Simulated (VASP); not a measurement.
# TiN (Fm-3m) in VASP: further runs

The runs below take TiN through single point, with PBEsol.

All numbers are computed with VASP 6.6.1; they aren't measurements. Logs are shortened: lines on timing, memory, paths and dates and some standing lists are left out, and cuts for length are marked.

**1. The cell of the first run**

Symmetry: Fm-3m, No. 225, cubic system. The conventional cell has a = 4.300 Å, b = 4.300 Å, c = 4.300 Å, α = 90.00°, β = 90.00°, γ = 90.00°. Within 2.8 Å of Ti (site symmetry m-3m) lie 6 N at 2.15 Å. N (site symmetry m-3m) has 6 Ti at 2.15 Å within 2.8 Å.

**2. Single point, PBEsol (volume scaled by 1.04)**

INCAR

```
PREC = Accurate
ENCUT = 520
EDIFF = 1E-6
ISMEAR = -1
SIGMA = 0.05
LREAL = False
LASPH = True
NELM = 80
ALGO = Normal
ISIF = 2
LWAVE = False
LCHARG = False
GGA = PS
NBANDS = 16
```

KPOINTS

```
Automatic mesh
0
Gamma
  17 17 17
```

POSCAR

```
TiN
1.0
    0.0000000000      2.1499242549      2.1499242549
    2.1499242549      0.0000000000      2.1499242549
    2.1499242549      2.1499242549      0.0000000000
Ti N
1 1
Direct
    0.0000000000      0.0000000000      0.0000000000
    0.5000000000      0.5000000000      0.5000000000
```

Potentials or basis: VASP PAW PBE potentials, release 64 (Ti_sv, N).

Started as:

```sh
$ cat potpaw_PBE.64/Ti_sv/POTCAR potpaw_PBE.64/N/POTCAR > POTCAR
$ mpirun -np 1 vasp_std > vasp.out
```

OUTCAR:

```text
PREC = Accurate
   ENCUT = 520
   EDIFF = 1E-6
   ISMEAR = -1
   LREAL = False
   LASPH = True
   NELM = 80
   ISIF = 2
   GGA = PS

 ion  position               nearest neighbor table
   1  0.000  0.000  0.000-   2 2.15   2 2.15   2 2.15   2 2.15   2 2.15   2 2.15
   2  0.500  0.500  0.500-   1 2.15   1 2.15   1 2.15   1 2.15   1 2.15   1 2.15

  LATTYP: Found a face centered cubic cell.
 ALAT       =     4.2998485098

  Lattice vectors:

 A1 = (   0.0000000000,   2.1499242549,   2.1499242549)
 A2 = (   2.1499242549,   0.0000000000,   2.1499242549)
 A3 = (   2.1499242549,   2.1499242549,   0.0000000000)

Analysis of symmetry for initial positions (statically):
=====================================================================
 Subroutine PRICEL returns:
 Original cell was already a primitive cell.

 Routine SETGRP: Setting up the symmetry group for a
 face centered cubic supercell.

 Subroutine GETGRP returns: Found 48 space group operations
 (whereof 48 operations were pure point group operations)
 out of a pool of 48 trial point group operations.

The static configuration has the point symmetry O_h .

Analysis of symmetry for dynamics (positions and initial velocities):
=====================================================================
 Subroutine PRICEL returns:
 Original cell was already a primitive cell.

 Routine SETGRP: Setting up the symmetry group for a
 face centered cubic supercell.

 Subroutine GETGRP returns: Found 48 space group operations
 (whereof 48 operations were pure point group operations)
 out of a pool of 48 trial point group operations.

The dynamic configuration has the point symmetry O_h .

 Subroutine INISYM returns: Found 48 space group operations
 (whereof 48 operations are pure point group operations),
 and found     1 'primitive' translations

----------------------------------------------------------------------------------------

                                     Primitive cell

  volume of cell :      19.8746

  direct lattice vectors                    reciprocal lattice vectors
     0.000000000  2.149924255  2.149924255    -0.232566333  0.232566333  0.232566333
     2.149924255  0.000000000  2.149924255     0.232566333 -0.232566333  0.232566333
     2.149924255  2.149924255  0.000000000     0.232566333  0.232566333 -0.232566333

  length of vectors
     3.040452039  3.040452039  3.040452039     0.402816705  0.402816705  0.402816705

  position of ions in fractional coordinates (direct lattice)
     0.000000000  0.000000000  0.000000000
     0.500000000  0.500000000  0.500000000

  ion indices of the primitive-cell ions
   primitive index   ion index
                 1           1
                 2           2

----------------------------------------------------------------------------------------

 KPOINTS: Automatic mesh

Automatic generation of k-mesh.
 Grid dimensions read from file:
 generate k-points for:   17   17   17

 Generating k-lattice:

  Cartesian coordinates                     Fractional coordinates (reciprocal lattice)
    -0.013680373  0.013680373  0.013680373     0.058823529  0.000000000  0.000000000
     0.013680373 -0.013680373  0.013680373     0.000000000  0.058823529  0.000000000
     0.013680373  0.013680373 -0.013680373     0.000000000  0.000000000  0.058823529

  Length of vectors
     0.023695100  0.023695100  0.023695100

  Shift w.r.t. Gamma in fractional coordinates (k-lattice)
     0.000000000  0.000000000  0.000000000

 Subroutine IBZKPT returns following result:
 ===========================================

 Found    165 irreducible k-points:

 Following reciprocal coordinates:
            Coordinates               Weight
  0.000000  0.000000  0.000000      1.000000
  0.058824  0.000000  0.000000      8.000000
  0.117647  0.000000  0.000000      8.000000
  0.176471  0.000000  0.000000      8.000000
  0.235294  0.000000  0.000000      8.000000
  0.294118  0.000000  0.000000      8.000000
[... 16 lines left out ...]
 -0.176471  0.058824  0.000000     24.000000
 -0.117647  0.058824  0.000000     24.000000
 [... further k-points ...]
   k-points           NKPTS =    165   k-points in BZ     NKDIM =    165   number of bands    NBANDS=     16
   number of dos      NEDOS =    301   number of ions     NIONS =      2
   total plane-waves  NPLWV =  13824
   dimension x,y,z NGX =    24 NGY =   24 NGZ =   24
   dimension x,y,z NGXF=    48 NGYF=   48 NGZF=   48
   ions per type =               1   1
   NGX,Y,Z   is equivalent  to a cutoff of  13.12, 13.12, 13.12 a.u.
   NGXF,Y,Z  is equivalent  to a cutoff of  26.25, 26.25, 26.25 a.u.
 SYSTEM =  unknown system
   PREC   = accura    normal or accurate (medium, high low for compatibility)
   ISTART =      0    job   : 0-new  1-cont  2-samecut
   ICHARG =      2    charge: 1-file 2-atom 10-const
   ISPIN  =      1    spin polarized calculation?
   LNONCOLLINEAR =      F non collinear calculations
   LSORBIT =      F    spin-orbit coupling
   LASPH  =      T    aspherical Exc in radial PAW
   ENCUT  =  520.0 eV  38.22 Ry    6.18 a.u.   5.65  5.65  5.65*2*pi/ulx,y,z
   NELM   =     80;   NELMIN=  2; NELMDL= -5     # of ELM steps
   EDIFF  = 0.1E-05   stopping-criterion for ELM
   LREAL  =      F    real-space projection
   EDIFFG = 0.1E-04   stopping-criterion for IOM
   NSW    =      0    number of steps for IOM
   IBRION =     -1    ionic relax: 0-MD 1-quasi-New 2-CG
   NFREE  =      0    steps in history (QN), initial steepest desc. (CG)
   ISIF   =      2    stress and relaxation
   ISYM   =      2    0-nonsym 1-usesym 2-fastsym
   POTIM  = 0.5000    time-step for ionic-motion
   TEBEG  =    0.0;   TEEND  =   0.0 temperature during run
   PSTRESS=    0.0 pullay stress
   NELECT =      17.0000    total number of electrons
   NUPDOWN=      -1.0000    fix difference up-down
   EMIN   =  10.00;   EMAX   =-10.00  energy-range for DOS
   EFERMI =   0.00;   METHOD = LEGACY
   ISMEAR =    -1;   SIGMA  =   0.05  broadening in eV -4-tet -1-fermi 0-gaus
   EFERMI_NEDOS =   21; number of points for ismear=-14 and -15
   IALGO  =     38    algorithm
   IMIX   =      4    mixing-type and parameters
     AMIX     =   0.40;   BMIX     =  1.00
     AMIX_MAG =   1.60;   BMIX_MAG =  1.00
  volume/ion in A,a.u.               =       9.94        67.06
  Fermi-wavevector in a.u.,A,eV,Ry     =   1.554025  2.936681 32.857981  2.414993
  Thomas-Fermi vector in A             =   2.658171
   LORBIT       =      0    0 simple, 1 ext, 2 COOP (PROOUT), +10 PAW based schemes
   GGA     = PS    functional components
   LHFCALC =     F    Hartree Fock is set to
   AEXX    =    0.0000 exact exchange contribution
   IVDW    =     0    specifies the selected vdW correction
   LEPSILON=     F    determine dielectric tensor
   LRPA    =     F    only Hartree local field effects (RPA)
 non-spin polarized calculation
  energy-cutoff  :      520.00
  volume of cell :       19.87
 maximum number of plane-waves:       548
   NGX = 11   NGY = 11   NGZ = 11

 number of electron      17.0000002 magnetization

 Free energy of the ion-electron system (eV)
  ---------------------------------------------------
  ext. energy  EPLUGINS =         0.00000000
  ---------------------------------------------------
  free energy    TOTEN  =       -20.71351890 eV

  energy without entropy =      -20.70641175  energy(sigma->0) =      -20.70996532

 E-fermi :  10.7569     XC(G=0): -12.9977

 val. band max:       10.7285246890   @ k =   0.1176   0.0588   0.0000
 cond. band min:      10.7578005535   @ k =  -0.1176   0.0588   0.0000
 fundamental gap:      0.0292758645
 Fermi energy:        10.7568826394

 k-point     1 :       0.0000    0.0000    0.0000
  band No.  band energies     occupation
      1     -46.9068      2.00000
      2     -23.0134      2.00000
      3     -23.0134      2.00000
      4     -23.0134      2.00000
      5      -6.0238      2.00000
      6       8.8004      2.00000
[... 8 lines left out ...]
     15      23.6949      0.00000
     16      29.9364      0.00000

 k-point     2 :       0.0588    0.0000    0.0000
  band No.  band energies     occupation
      1     -46.9040      2.00000
      2     -23.0334      2.00000
      3     -23.0151      2.00000
      4     -23.0151      2.00000
      5      -5.9600      2.00000
      6       8.4034      2.00000
[... 8 lines left out ...]
     15      23.7370      0.00000
     16      29.8441      0.00000

 k-point     3 :       0.1176    0.0000    0.0000
  band No.  band energies     occupation
      1     -46.8961      2.00000
      2     -23.0901      2.00000
      3     -23.0201      2.00000
      4     -23.0201      2.00000
      5      -5.7737      2.00000
      6       7.5698      2.00000
[... 8 lines left out ...]
     15      23.7754      0.00000
     16      29.5318      0.00000

 k-point     4 :       0.1765    0.0000    0.0000
  band No.  band energies     occupation
      1     -46.8840      2.00000
      2     -23.1752      2.00000
      3     -23.0275      2.00000
      4     -23.0275      2.00000
      5      -5.4808      2.00000
      6       6.5974      2.00000
[... 8 lines left out ...]
     15      23.6396      0.00000
     16      28.9062      0.00000
[... 324 lines left out ...]
 k-point    22 :      -0.2353    0.0588    0.0000
  band No.  band energies     occupation
      1     -46.8625      2.00000
      2     -23.3114      2.00000
      3     -23.0604      2.00000
      4     -23.0323      2.00000
      5      -4.9402      2.00000
      6       5.2245      2.00000
[... 8 lines left out ...]
     15      23.2516      0.00000
     16      27.0186      0.00000

 k-point    23 :      -0.1765    0.0588    0.0000
  band No.  band energies     occupation
      1     -46.8773      2.00000
      2     -23.2119      2.00000
      3     -23.0494      2.00000
      4     -23.0236      2.00000
      5      -5.3225      2.00000
      6       6.1301      2.00000
[... 8 lines left out ...]
     15      23.5612      0.00000
     16      27.8488      0.00000

 k-point    24 :      -0.1176    0.0588    0.0000
  band No.  band energies     occupation
      1     -46.8902      2.00000
      2     -23.1239      2.00000
      3     -23.0377      2.00000
      4     -23.0173      2.00000
      5      -5.6374      2.00000
      6       7.0320      2.00000
[... 8 lines left out ...]
     15      23.7725      0.00000
     16      28.6156      0.00000

 [... further k-points ...]

------------------------ aborting loop because EDIFF is reached ----------------------------------------

  FORCE on cell =-STRESS in cart. coord.  units (eV):
  Direction    XX          YY          ZZ          XY          YZ          ZX
  --------------------------------------------------------------------------------------
  -------------------------------------------------------------------------------------
  Total       -2.1339662     -2.1339662     -2.1339662      0.0000000      0.0000000      0.0000000
  in kB     -172.0278041   -172.0278041   -172.0278041      0.0000000      0.0000000      0.0000000
  external PRESSURE =    -172.0278041 kB  Pullay stress =       0.0000000 kB

 VOLUME and BASIS-vectors are now :
 -----------------------------------------------------------------------------
  energy-cutoff  :      520.00
  volume of cell :       19.87
      direct lattice vectors                 reciprocal lattice vectors
     0.000000000  2.149924255  2.149924255    -0.232566333  0.232566333  0.232566333
     2.149924255  0.000000000  2.149924255     0.232566333 -0.232566333  0.232566333
     2.149924255  2.149924255  0.000000000     0.232566333  0.232566333 -0.232566333

 POSITION                                       TOTAL-FORCE (eV/Angst)
 -----------------------------------------------------------------------------------
      0.00000      0.00000      0.00000         0.000000      0.000000      0.000000
      2.14992      2.14992      2.14992         0.000000      0.000000      0.000000
 -----------------------------------------------------------------------------------
    total drift:                                0.000000     -0.000000     -0.000000

  FREE ENERGIE OF THE ION-ELECTRON SYSTEM (eV)
  ---------------------------------------------------
  free  energy   TOTEN  =       -20.7135188986 eV

  energy  without entropy=      -20.7064117481  energy(sigma->0) =      -20.70996532
```

Wall time 74 s (1 thread of Intel Xeon Platinum 8259CL at 2.50GHz (Skylake/Cascade Lake), shared host); peak memory 0.17 GiB.

Results:

- Free energy: -20.7135 eV
- Pressure: -17.2 GPa

Levels at points of the mesh, in eV from the Fermi level:
```csv
k point,band 6,band 7,band 8,band 9,band 10,band 11,band 12,band 13
"(0.00, 0.00, 0.00)",-1.96,-1.96,-1.96,-0.59,-0.59,-0.59,0.54,0.54
```

Caveat: the PAW data sets were made with another functional, which shifts forces and pressure a little.

**3. Single point, PBEsol (volume scaled by 1.06)**

INCAR

```
  ALGO = Normal
  EDIFF = 1E-6
  ENCUT = 520
  GGA = PS
  ISIF = 2
  ISMEAR = -1
  LASPH = T
  LCHARG = T
  LELF = T
  LREAL = F
  LVHAR = T
  LWAVE = F
  NBANDS = 16
  NELM = 100
  PREC = Accurate
  SIGMA = 0.05
```

KPOINTS

```
k-points
0
Gamma
  17 17 17
```

POSCAR

```
TiN
1.0
    0.0000000000      2.1636184092      2.1636184092
    2.1636184092      0.0000000000      2.1636184092
    2.1636184092      2.1636184092      0.0000000000
Ti N
1 1
Direct
    0.0000000000      0.0000000000      0.0000000000
    0.5000000000      0.5000000000      0.5000000000
```

Potentials or basis: VASP PAW PBE potentials, release 64 (Ti_sv, N).

Started as:

```sh
$ cat potpaw_PBE.64/Ti_sv/POTCAR potpaw_PBE.64/N/POTCAR > POTCAR
$ mpirun -np 1 vasp_std > vasp.out
```

OUTCAR:

```text
EDIFF = 1E-6
   ENCUT = 520
   GGA = PS
   ISIF = 2
   ISMEAR = -1
   LASPH = T
   LREAL = F
   NELM = 100
   PREC = Accurate

 ion  position               nearest neighbor table
   1  0.000  0.000  0.000-   2 2.16   2 2.16   2 2.16   2 2.16   2 2.16   2 2.16
   2  0.500  0.500  0.500-   1 2.16   1 2.16   1 2.16   1 2.16   1 2.16   1 2.16

  LATTYP: Found a face centered cubic cell.
 ALAT       =     4.3272368184

  Lattice vectors:

 A1 = (   0.0000000000,   2.1636184092,   2.1636184092)
 A2 = (   2.1636184092,   0.0000000000,   2.1636184092)
 A3 = (   2.1636184092,   2.1636184092,   0.0000000000)

Analysis of symmetry for initial positions (statically):
=====================================================================
 Subroutine PRICEL returns:
 Original cell was already a primitive cell.

 Routine SETGRP: Setting up the symmetry group for a
 face centered cubic supercell.

 Subroutine GETGRP returns: Found 48 space group operations
 (whereof 48 operations were pure point group operations)
 out of a pool of 48 trial point group operations.
[... 158 lines left out ...]
  free energy    TOTEN  =       -20.66807219 eV

  energy without entropy =      -20.66074619  energy(sigma->0) =      -20.66440919

 E-fermi :  10.5058     XC(G=0): -12.8939

 val. band max:       10.4778943672   @ k =   0.1176   0.0588   0.0000
 cond. band min:      10.5066634284   @ k =  -0.1176   0.0588   0.0000
 fundamental gap:      0.0287690613
 Fermi energy:        10.5057768075

 k-point     1 :       0.0000    0.0000    0.0000
  band No.  band energies     occupation
      1     -47.1861      2.00000
      2     -23.3037      2.00000
      3     -23.3037      2.00000
      4     -23.3037      2.00000
      5      -6.1557      2.00000
      6       8.5766      2.00000
[... 433 lines left out ...]
      3     -23.3264      2.00000
      4     -23.3074      2.00000
      5      -5.7817      2.00000
      6       6.8341      2.00000
[... 8 lines left out ...]
     15      23.4200      0.00000
     16      28.1288      0.00000

 [... further k-points ...]

------------------------ aborting loop because EDIFF is reached ----------------------------------------

  FORCE on cell =-STRESS in cart. coord.  units (eV):
  Direction    XX          YY          ZZ          XY          YZ          ZX
  --------------------------------------------------------------------------------------
  -------------------------------------------------------------------------------------
  Total       -2.6858907     -2.6858907     -2.6858907      0.0000000      0.0000000      0.0000000
  in kB     -212.4354177   -212.4354177   -212.4354177      0.0000000      0.0000000      0.0000000
  external PRESSURE =    -212.4354177 kB  Pullay stress =       0.0000000 kB

 VOLUME and BASIS-vectors are now :
 -----------------------------------------------------------------------------
  energy-cutoff  :      520.00
  volume of cell :       20.26
      direct lattice vectors                 reciprocal lattice vectors
     0.000000000  2.163618409  2.163618409    -0.231094355  0.231094355  0.231094355
     2.163618409  0.000000000  2.163618409     0.231094355 -0.231094355  0.231094355
     2.163618409  2.163618409  0.000000000     0.231094355  0.231094355 -0.231094355

 POSITION                                       TOTAL-FORCE (eV/Angst)
 -----------------------------------------------------------------------------------
      0.00000      0.00000      0.00000        -0.000000     -0.000000     -0.000000
      2.16362      2.16362      2.16362         0.000000      0.000000      0.000000
 -----------------------------------------------------------------------------------
    total drift:                                0.000000     -0.000000     -0.000000

  FREE ENERGIE OF THE ION-ELECTRON SYSTEM (eV)
  ---------------------------------------------------
  free  energy   TOTEN  =       -20.6680721880 eV

  energy  without entropy=      -20.6607461920  energy(sigma->0) =      -20.66440919
```

stdout:

```text
POSCAR found type information on POSCAR TiN
 POSCAR found :  2 types and       2 ions
 scaLAPACK will be used
 -----------------------------------------------------------------------------
|                                                                             |
|                                                                             |
|     You enforced a specific xc type in the INCAR file but a different       |
|     I HOPE YOU KNOW WHAT YOU ARE DOING!                                     |
|                                                                             |
 -----------------------------------------------------------------------------

 LDA part: xc-table for (Slater+PW92), standard interpolation
 POSCAR, INCAR and KPOINTS ok, starting setup
 FFT: planning ... GRIDC
 FFT: planning ... GRID_SOFT
 FFT: planning ... GRID
 WAVECAR not read
 entering main loop
```

It took 69 s on 1 thread of Intel Xeon Platinum 8259CL at 2.50GHz (Skylake/Cascade Lake), shared host; peak memory 0.18 GiB.

Results:

| Quantity | Value |
| --- | --- |
| Free energy | -20.6681 eV |
| Pressure | -21.2 GPa |

Caveat: the PAW data sets were made with another functional, which shifts forces and pressure a little.
